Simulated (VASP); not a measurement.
**Se: single point with PBE**

Se:

```xyz
1
Lattice="0.0000 2.1687 2.1687 2.1687 0.0000 2.1687 2.1687 2.1687 0.0000" Properties=species:S:1:pos:R:3 pbc="T T T"
Se    0.0000    0.0000    0.0000
```

* Program: VASP 6.6.1
* Task: single point
* Functional: PBE
* Potentials or basis: VASP PAW PBE potentials, release 64 (Se)
* Cutoff: 520 eV
* k mesh: 4 × 4 × 4
* Occupations: fermi-dirac, width 0.15 eV
* Spin: non-collinear spin, zero start, spin-orbit coupling
* Starting moments: [[0, 0, 0]] μB
* Dipole correction: no
* Further INCAR settings: ALGO = Normal; EDIFF = 1e-07; NBANDS = 17

```json
{"Pressure": "-0.4 GPa", "Net moment": "0.00 μB per cell", "Valence electrons inside the program's atomic spheres": "Se 3.61"}
```

Moments on the atoms (μB; x, y, z):
```
Se  0.00 0.00 0.00
```

It took 12 s on 1 thread of AMD EPYC 7R13 Processor (Zen 3) (shared host), peak memory 0.16 GiB.

Caveat: the k points lie up to 0.63 Å⁻¹ apart.
